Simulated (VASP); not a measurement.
# Li4Nb4O11 (a cell with a defect) in VASP: a series of runs, part 2 of 2

VASP 6.6.1. The steps go on from the part before.

**3. Single point, PBE (atom 18 moved 0.250 of the way to it and -0.175 Å across, host rigid)**

Input file INCAR:

```
SYSTEM = Li4Nb4O11
PREC     = Accurate       ! precision mode
ENCUT    = 520            ! plane-wave cutoff, eV
EDIFF    = 1E-6           ! SCF threshold, eV
ISMEAR   = 0              ! smearing method
SIGMA    = 0.05           ! smearing width, eV
LREAL    = Auto         
LASPH    = .True.         ! aspherical terms in the spheres
NELM     = 60             ! most SCF steps
ALGO     = Normal         ! electronic algorithm
ISIF     = 2              ! what is computed and relaxed
LWAVE    = .False.        ! write WAVECAR
LCHARG   = .False.        ! write CHGCAR
GGA      = PE             ! functional
NBANDS   = 80             ! bands
NELECT   = 128.0
```

Input file KPOINTS:

```
Automatic mesh
0
Gamma
  4 4 4
  0 0 0
```

Input file POSCAR:

```
Li4Nb4O11
1.0
    5.2231019317      0.0000000000      0.0000000000
    0.0000000000      3.0155593063     -4.5984613597
    0.0000000000      6.0311186126      4.5984613597
Li Nb O
4 4 11
Direct
    0.0000000000      0.5000000000      0.2500000000
    0.5000000000      0.0000000000      0.7500000000
    0.0000000000      0.5000000000      0.7500000000
    0.5000000000      0.0000000000      0.2500000000
    0.5000000000      0.5000000000      0.5000000000
    0.0000000000      0.0000000000      0.0000000000
    0.0000000000      0.0000000000      0.5000000000
    0.5000000000      0.5000000000      0.0000000000
    0.8803293659      0.0000000000      0.2500000000
    0.3803293659      0.5000000000      0.7500000000
    0.8098353170      0.6901646830      0.9401646830
    0.8098353170      0.3098353170      0.5598353170
    0.3098353170      0.8098353170      0.0598353170
    0.1196706341      0.0000000000      0.7500000000
    0.6196706341      0.5000000000      0.2500000000
    0.6901646830      0.8098353170      0.5598353170
    0.1901646830      0.3098353170      0.0598353170
    0.1874109342      0.8222192216      0.4401646830
    0.6901646830      0.1901646830      0.9401646830
```

Potentials or basis: VASP PAW PBE potentials, release 64 (Li_sv, Nb_sv, O).

On the command line:

```
> cat potpaw_PBE.64/Li_sv/POTCAR potpaw_PBE.64/Nb_sv/POTCAR potpaw_PBE.64/O/POTCAR > POTCAR
> mpirun -np 1 vasp_std > vasp.out
```

Wall time 24 min (1 thread of Intel Xeon 6975P-C, shared host); peak memory 0.53 GiB.

Results (log left out):

```yaml
Free_energy: -153.7431 eV
Largest_force: 32.109 eV/Å
```

Forces on the atoms (eV/Å):
```
Li   -0.526  -0.795  -0.712
Li    0.081   0.601   0.570
Li   -0.307   0.654   0.495
Li    0.507  -1.156  -0.296
Nb    6.180   3.276  -0.964
Nb   -0.301  -0.347   0.016
Nb  -21.860  16.878  -8.002
Nb    0.436  -0.198  -0.196
O    -0.265   0.591  -0.441
O    -0.411  -2.922  -1.764
O    -0.335  -0.020   0.153
O    -3.106   1.894  -3.839
O     0.174   0.004   0.392
O     0.311  -0.197  -0.652
O    -1.218   1.877   1.946
O    -1.700  -1.502   1.395
O     0.215   0.597   0.157
O    22.399 -19.559  12.114
O    -0.274   0.323  -0.372
```

Levels at points of the mesh, in eV from the Fermi level:
| k point | band 62 | band 63 | band 64 | band 65 | band 66 | band 67 |
| --- | --- | --- | --- | --- | --- | --- |
| (0.00, 0.00, 0.00) | -0.57 | -0.52 | -0.42 | 0.44 | 1.10 | 1.36 |
| (0.50, 0.00, 0.00) | -0.69 | -0.55 | -0.42 | 0.39 | 1.34 | 1.63 |
| (0.00, 0.50, 0.00) | -0.73 | -0.55 | -0.49 | 0.83 | 1.25 | 1.46 |
| (0.50, 0.50, 0.00) | -0.97 | -0.95 | -0.92 | 0.65 | 0.88 | 1.36 |
| (0.00, 0.00, 0.50) | -0.56 | -0.50 | -0.37 | 0.36 | 1.11 | 1.82 |
| (0.50, 0.00, 0.50) | -0.65 | -0.54 | -0.41 | 0.33 | 1.55 | 1.76 |
| (0.00, 0.50, 0.50) | -0.69 | -0.52 | -0.50 | 0.74 | 1.24 | 1.81 |
| (0.50, 0.50, 0.50) | -1.01 | -0.99 | -0.87 | 0.57 | 0.92 | 1.84 |

Caveat: the cell carries a net charge on a neutralising background, which shifts energy and pressure; the cell differs from its parent crystal (atom 18 moved 0.250 of the way to it and -0.175 Å across, host rigid); the cell is charged against a uniform background, so pressure and absolute levels hang on convention.

**4. Single point, PBE (atom 18 moved 0.250 of the way to it and +0.175 Å across, host rigid)**

Input file INCAR:

```
  ALGO = Normal
  EDIFF = 1E-7
  ENCUT = 520
  GGA = PE
  ISIF = 2
  ISMEAR = 0
  LASPH = True
  LCHARG = False
  LREAL = Auto
  LWAVE = False
  NBANDS = 80
  NELECT = 128.0
  NELM = 80
  PREC = Accurate
  SIGMA = 0.05
```

Input file KPOINTS:

```
k-points
0
Gamma
  4 4 4
```

POSCAR, as its differences from that of step 3:

```diff
@@ -25,3 +25,3 @@
     0.1901646830      0.3098353170      0.0598353170
-    0.1874109342      0.8222192216      0.4401646830
+    0.2527537488      0.8081101443      0.4401646830
     0.6901646830      0.1901646830      0.9401646830
```

On the command line:

```
> cat potpaw_PBE.64/Li_sv/POTCAR potpaw_PBE.64/Nb_sv/POTCAR potpaw_PBE.64/O/POTCAR > POTCAR
> mpirun -np 1 vasp_std > vasp.out
```

Run time: 26 min. Hardware: 1 thread of Intel Xeon 6975P-C, shared host; peak memory 0.53 GiB.

Results (log left out):

```
Free energy   : -158.5142 eV
Largest force : 6.222 eV/Å
```

Forces on the atoms (eV/Å):
```
Li  -0.387 -0.639 -0.754
Li   0.044  0.497  0.539
Li  -0.251  0.646  0.428
Li   0.262 -1.060 -0.042
Nb   4.354  3.242 -2.340
Nb  -0.143 -0.461 -0.043
Nb  -5.893  1.557  1.248
Nb   0.363 -0.010 -0.167
O    0.282  1.313  0.502
O   -0.313 -2.843 -1.566
O   -0.277  0.029  0.089
O   -1.249  0.538 -2.051
O    0.070 -0.132  0.232
O   -0.063 -0.664 -1.085
O   -0.967  1.585  2.063
O    0.662 -0.931  0.888
O    0.150  0.497  0.207
O    3.499 -3.405  2.109
O   -0.144  0.241 -0.258
```

Levels at points of the mesh, in eV from the Fermi level:
| k point | band 62 | band 63 | band 64 | band 65 | band 66 | band 67 |
| --- | --- | --- | --- | --- | --- | --- |
| (0.00, 0.00, 0.00) | -0.62 | -0.56 | -0.49 | 0.39 | 1.16 | 1.32 |
| (0.50, 0.00, 0.00) | -0.92 | -0.58 | -0.48 | 0.28 | 1.31 | 1.64 |
| (0.00, 0.50, 0.00) | -0.94 | -0.60 | -0.54 | 0.89 | 1.17 | 1.44 |
| (0.50, 0.50, 0.00) | -1.10 | -1.00 | -0.97 | 0.74 | 0.92 | 1.31 |
| (0.00, 0.00, 0.50) | -0.61 | -0.53 | -0.43 | 0.31 | 1.21 | 1.82 |
| (0.50, 0.00, 0.50) | -0.75 | -0.57 | -0.48 | 0.21 | 1.58 | 1.76 |
| (0.00, 0.50, 0.50) | -0.78 | -0.59 | -0.54 | 0.87 | 1.15 | 1.80 |
| (0.50, 0.50, 0.50) | -1.12 | -1.08 | -0.93 | 0.69 | 0.94 | 1.86 |

Caveat: the cell carries a net charge on a neutralising background, which shifts energy and pressure; the cell differs from its parent crystal (atom 18 moved 0.250 of the way to it and +0.175 Å across, host rigid); the cell is charged against a uniform background, so pressure and absolute levels hang on convention.

**5. Single point, PBE (atom 18 moved 0.625 of the way to it and +0.350 Å across, host rigid)**

Input file INCAR:

```
PREC     = Accurate       # precision mode
ENCUT    = 520            # plane-wave cutoff, eV
EDIFF    = 1E-6           # SCF threshold, eV
ISMEAR   = 0              # smearing method
SIGMA    = 0.05           # smearing width, eV
LREAL    = Auto         
LASPH    = True           # aspherical terms in the spheres
NELM     = 100            # most SCF steps
ALGO     = Normal         # electronic algorithm
ISIF     = 2              # what is computed and relaxed
LWAVE    = False          # write WAVECAR
LCHARG   = False          # write CHGCAR
GGA      = PE             # functional
NELECT   = 128.0        
NBANDS   = 80             # bands
```

Input file KPOINTS:

```
Automatic mesh
0
Gamma
  4 4 4
```

POSCAR, as its differences from that of step 4:

```diff
@@ -25,3 +25,3 @@
     0.1901646830      0.3098353170      0.0598353170
-    0.2527537488      0.8081101443      0.4401646830
+    0.3303016438      0.9885556056      0.4401646830
     0.6901646830      0.1901646830      0.9401646830
```

On the command line:

```
> cat potpaw_PBE.64/Li_sv/POTCAR potpaw_PBE.64/Nb_sv/POTCAR potpaw_PBE.64/O/POTCAR > POTCAR
> mpirun -np 1 vasp_std > vasp.out
```

Wall time 20 min (1 thread of Intel Xeon 6975P-C, shared host); peak memory 0.53 GiB.

Results (log left out):

- Free energy: -157.9128 eV
- Largest force: 6.322 eV/Å

Forces in eV/Å, atoms in the order of the input:
```
Li  -0.619 -1.199 -0.657
Li  -0.107  0.345  0.273
Li  -0.303  0.731  0.553
Li   0.872 -1.567 -0.967
Nb   5.839  2.402 -0.319
Nb  -0.090 -0.414 -0.054
Nb  -2.744  1.751 -0.855
Nb   0.278 -0.016 -0.187
O    0.214  1.071  1.145
O   -0.386 -2.939 -1.973
O   -0.312 -0.009  0.192
O   -0.864  0.011 -1.345
O    0.027 -0.286  0.365
O   -0.474 -0.786 -0.329
O   -1.188  2.056  1.925
O   -0.205 -2.218  2.736
O    0.141  0.505  0.051
O    0.057  0.292 -0.220
O   -0.135  0.269 -0.335
```

Levels at points of the mesh, in eV from the Fermi level:
```csv
k point,band 61,band 62,band 63,band 64,band 65,band 66,band 67,band 68
"(0.00, 0.00, 0.00)",-0.89,-0.47,-0.43,-0.36,0.65,1.06,1.35,1.57
"(0.50, 0.00, 0.00)",-0.93,-0.91,-0.43,-0.34,0.33,1.40,1.59,2.14
"(0.00, 0.50, 0.00)",-1.03,-0.88,-0.44,-0.41,0.85,1.43,1.74,2.10
"(0.50, 0.50, 0.00)",-0.97,-0.95,-0.87,-0.84,0.40,1.32,1.40,1.57
"(0.00, 0.00, 0.50)",-0.92,-0.45,-0.40,-0.29,0.60,1.06,1.81,2.07
"(0.50, 0.00, 0.50)",-0.75,-0.63,-0.42,-0.34,0.30,1.67,1.93,2.20
"(0.00, 0.50, 0.50)",-0.79,-0.67,-0.43,-0.40,0.91,1.69,1.85,2.17
"(0.50, 0.50, 0.50)",-1.00,-0.96,-0.88,-0.79,0.37,1.46,1.85,2.04
```

Caveat: the cell carries a net charge on a neutralising background, which shifts energy and pressure; the cell differs from its parent crystal (atom 18 moved 0.625 of the way to it and +0.350 Å across, host rigid); the cell is charged against a uniform background, so pressure and absolute levels hang on convention.
